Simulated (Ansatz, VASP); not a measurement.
**One calculation of WC, two programs**

Contents of INCAR:

```
SYSTEM = WC
PREC = Accurate ; ENCUT = 520
EDIFF = 1E-7 ; ISMEAR = 0
SIGMA = 0.1 ; LREAL = .False.
LASPH = .True. ; NELM = 80
ALGO = Normal ; ISIF = 2
LWAVE = .False. ; LCHARG = .False.
GGA = PE ; NBANDS = 16
```

File KPOINTS:

```
regular mesh
0
Gamma
  12 12 12
  0 0 0
```

File POSCAR:

```
WC
1.0
    2.9217712149      0.0000000000      0.0000000000
   -1.4608856074      2.5303280961      0.0000000000
    0.0000000000      0.0000000000      2.8470769657
W C
1 1
Direct
    0.0000000000      0.0000000000      0.0000000000
    0.6666666667      0.3333333333      0.5000000000
```

Input for Ansatz:

```yaml
crystal:
  lattice:
    - [2.9217712149, 0.0, 0.0]
    - [-1.4608856074, 2.5303280961, 0.0]
    - [0.0, 0.0, 2.8470769657]
  atoms:
    - { symbol: W, position: [0.0, 0.0, 0.0] }
    - { symbol: C, position: [0.6666666667, 0.3333333333, 0.5] }
basis:
  ecutwfc: 420
kpoints:
  mp_grid: { grid: [12, 12, 12] }
hamiltonian:
  xc: pbe
scf:
  occupations: { method: gaussian, width: 0.1 }
output:
  forces: true
  stress: true
  eigenvalues: true
```

Alike in both runs: task single point; functional PBE; k mesh 12 × 12 × 12; occupations gaussian, width 0.1 eV; no spin polarisation.

```csv
,VASP,Ansatz
version,VASP 6.6.1,Ansatz 0.2.0
potentials or method,"VASP PAW PBE potentials, release 64 (W_sv, C), cutoff 520 eV","scalar-relativistic, plane waves, PAW"
valence electrons in the cell,18,18
```

VASP gave:

- gap on the k mesh at the Fermi level (eV): none
- pressure (GPa): 1.1
- traceless stress, the component that is largest in VASP (GPa): 0.11

**Question.** Estimate Ansatz's values.

**Answer.** gap on the k mesh at the Fermi level (eV): none; pressure (GPa): 0.1; traceless stress, the component that is largest in VASP (GPa): -0.09.

A gap of «none» marks a metal or a gap that the smearing closes.

Spin-orbit coupling is off throughout.
